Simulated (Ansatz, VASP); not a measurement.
**Mo in VASP and in Ansatz**

File INCAR:

```
PREC     = Accurate       # precision mode
ENCUT    = 520            # plane-wave cutoff, eV
EDIFF    = 1E-7           # SCF threshold, eV
ISMEAR   = 0              # smearing method
SIGMA    = 0.15           # smearing width, eV
LREAL    = False          # projectors in reciprocal space
LASPH    = True           # aspherical terms in the spheres
NELM     = 80             # most SCF steps
ALGO     = Normal         # electronic algorithm
ISIF     = 2              # what is computed and relaxed
LWAVE    = False          # write WAVECAR
LCHARG   = False          # write CHGCAR
GGA      = PE             # functional
NBANDS   = 13             # bands
```

KPOINTS

```
Automatic mesh
0
Gamma
  20 20 20
```

The input POSCAR:

```
Mo
1.0
   -1.4933073660      1.4933073660      1.7540435727
    1.4933073660     -1.4933073660      1.7540435727
    1.4933073660      1.4933073660     -1.7540435727
Mo
1
Direct
    0.0000000000      0.0000000000      0.0000000000
```

Input for Ansatz:

```yaml
crystal:
  lattice:
    - [-1.493307366, 1.493307366, 1.7540435727]
    - [1.493307366, -1.493307366, 1.7540435727]
    - [1.493307366, 1.493307366, -1.7540435727]
  atoms:
    - { symbol: Mo, position: [0.0, 0.0, 0.0] }
basis:
  ecutwfc: 420
kpoints:
  mp_grid: { grid: [20, 20, 20] }
hamiltonian:
  xc: pbe
scf:
  occupations: { method: gaussian, width: 0.15 }
output:
  forces: true
  stress: true
  eigenvalues: true
  write_density: true
  write_potential: true
  elf: true
  volumetric_format: npy
```

Change from the starting cell: strain +e along x and -e along y +0.0000, strain +e along z and -e/2 along x and y +0.1100.

Alike in both runs: task single point; functional PBE; k mesh 20 × 20 × 20; occupations gaussian, width 0.15 eV; no spin polarisation.

|  | VASP | Ansatz |
| --- | --- | --- |
| version | VASP 6.6.1 | Ansatz 0.2.0 |
| potentials or method | VASP PAW PBE potentials, release 64 (Mo_sv), cutoff 520 eV | scalar-relativistic, plane waves, PAW |
| valence electrons in the cell | 14 | 14 |

```tsv
	VASP	Ansatz	Ansatz less VASP
gap on the k mesh at the Fermi level (eV)	none	none	-
pressure (GPa)	5.6	5.1	-0.51
traceless stress, the component that is largest in VASP (GPa)	-21.11	-21.14	-0.023
```

A gap of «none» marks a metal or a gap that the smearing closes. With one functional, cell and mesh, what is left measures potentials, basis and numerics.
